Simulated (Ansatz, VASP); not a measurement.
# One calculation of CdS, two programs

File INCAR:

```
SYSTEM = CdS
PREC = Accurate ; ENCUT = 520
EDIFF = 1E-6 ; ISMEAR = 1
SIGMA = 0.05 ; LREAL = .False.
LASPH = .True. ; NELM = 80
ALGO = Normal ; ISIF = 2
LWAVE = .False. ; LCHARG = .False.
GGA = PE ; NBANDS = 26
```

KPOINTS

```
regular mesh
0
Gamma
  6 6 4
  0 0 0
```

File POSCAR:

```
CdS
1.0
    4.2180448808      0.0000000000      0.0000000000
   -2.1090224404      3.6529335884      0.0000000000
    0.0000000000      0.0000000000      6.8474622559
Cd S
2 2
Direct
    0.3333333333      0.6666666667      0.0000000000
    0.6666666667      0.3333333333      0.5000000000
    0.3333333333      0.6666666667      0.3750000000
    0.6666666667      0.3333333333      0.8750000000
```

Input for Ansatz:

```yaml
crystal:
  lattice:
    - [4.218044880781642, 0.0, 0.0]
    - [-2.109022440390821, 3.652933588374368, 0.0]
    - [0.0, 0.0, 6.847462255861668]
  atoms:
    - { symbol: Cd, position: [0.3333333333333333, 0.6666666666666666, 0.0] }
    - { symbol: Cd, position: [0.6666666666666666, 0.3333333333333333, 0.5] }
    - { symbol: S, position: [0.3333333333333333, 0.6666666666666666, 0.375] }
    - { symbol: S, position: [0.6666666666666666, 0.3333333333333333, 0.875] }
basis:
  ecutwfc: 420.0
kpoints:
  mp_grid:
    grid: [6, 6, 4]
hamiltonian:
  xc: pbe
  pseudopotentials:
    kind: paw
scf:
  occupations:
    method: cold
    width: 0.05
output:
  stress: true
```

Alike in both runs: task single point; functional PBE; k mesh 6 × 6 × 4; no spin polarisation.

```csv
,VASP,Ansatz
version,VASP 6.6.1,Ansatz 0.2.0
potentials or method,"VASP PAW PBE potentials, release 64 (Cd, S), cutoff 520 eV","plane waves, PAW"
occupations,"methfessel-paxton of order 1, width 0.05 eV","cold, width 0.05 eV"
valence electrons in the cell,36,52
```

Ansatz gave:

```
pressure (GPa)                                                : -0.7
traceless stress, the component that is largest in VASP (GPa) : 0.32
```

**Question.** Which values does VASP return?

**Answer.** Pressure (GPa): -0.4; traceless stress, the component that is largest in VASP (GPa): 0.33.

VASP's potentials hold 36 valence electrons a cell and Ansatz's 52, so a difference there can come from the potentials and not from the codes.
